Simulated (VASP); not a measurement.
# Ti: single point with PBE

Ti:

```xyz
2
Lattice="2.9500 0.0000 0.0000 -1.4750 2.5548 0.0000 0.0000 0.0000 4.5864" Properties=species:S:1:pos:R:3 pbc="T T T"
Ti    1.4750    0.8516    3.4398
Ti    0.0000    1.7032    1.1466
```

* Program: VASP 6.6.1
* Task: single point
* Functional: PBE
* Potentials or basis: VASP PAW PBE potentials, release 64 (Ti_sv)
* Cutoff: 520 eV
* k mesh: 9 × 9 × 5
* Occupations: fermi-dirac, width 0.05 eV
* Spin: no spin polarisation
* Dipole correction: no
* Further INCAR settings: ALGO = Normal; EDIFF = 1e-07; NBANDS = 19

```
Pressure               : 0.4 GPa
Band gap on the k mesh : zero (band 12 reaches 9.14 eV, above the bottom of band 13 at 8.13 eV)
```

Stress tensor (GPa, compression positive):
```
-0.27  0.00  0.00
 0.00 -0.27  0.00
 0.00  0.00  1.80
```

Levels at points of the mesh, in eV from the Fermi level:
```csv
k point,band 8,band 9,band 10,band 11,band 12,band 13,band 14,band 15,band 16,band 17
"(0.00, 0.00, 0.00)",-32.71,-6.24,-2.71,0.74,0.74,0.94,0.99,1.27,1.27,1.52
```

It took 15 s on 1 thread of Intel Xeon 6975P-C (shared host), peak memory 0.16 GiB.
